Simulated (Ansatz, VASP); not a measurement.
# H in VASP and in Ansatz

File INCAR:

```
PREC = Accurate
ENCUT = 520
EDIFF = 1E-6
ISMEAR = -1
SIGMA = 0.05
LREAL = F
LASPH = T
NELM = 80
ALGO = Normal
ISIF = 2
LWAVE = F
LCHARG = F
GGA = PE
NBANDS = 8
```

The input KPOINTS:

```
Automatic mesh
0
Gamma
  17 17 9
```

The input POSCAR:

```
H
1.0
    1.9701938220      0.0000000000      0.0000000000
   -0.9850969110      1.7062379003      0.0000000000
    0.0000000000      0.0000000000      1.9420689184
H
2
Direct
    0.3333333333      0.6666666667      0.2500000000
    0.6666666667      0.3333333333      0.7500000000
```

Input for Ansatz:

```yaml
crystal:
  lattice:
    - [1.970193822, 0.0, 0.0]
    - [-0.985096911, 1.7062379003, 0.0]
    - [0.0, 0.0, 1.9420689184]
  atoms:
    - { symbol: H, position: [0.3333333333, 0.6666666667, 0.25] }
    - { symbol: H, position: [0.6666666667, 0.3333333333, 0.75] }
kpoints:
  mp_grid: { grid: [17, 17, 9] }
scf:
  occupations: { method: fermi_dirac, width: 0.05 }
hamiltonian:
  xc: pbe
  pseudopotentials: { kind: all_electron, lapw: { basis_error: 0.0005 } }
output:
  forces: true
  stress: true
  eigenvalues: true
```

Change from the starting cell: volume scaled by 1.06.

Alike in both runs: task single point; functional PBE; k mesh 17 × 17 × 9; occupations fermi-dirac, width 0.05 eV; no spin polarisation.

|  | VASP | Ansatz |
| --- | --- | --- |
| version | VASP 6.6.1 | Ansatz 0.2.0 |
| potentials or method | VASP PAW PBE potentials, release 64 (H), cutoff 520 eV | all-electron LAPW, scalar-relativistic |

VASP gave:

```
pressure (GPa)                                                : -5.8
traceless stress, the component that is largest in VASP (GPa) : -0.38
```

Q: Which values does Ansatz return?

A: Pressure (GPa): -5.4; traceless stress, the component that is largest in VASP (GPa): -0.39.

Ansatz ran all-electron here, and VASP with PAW potentials.
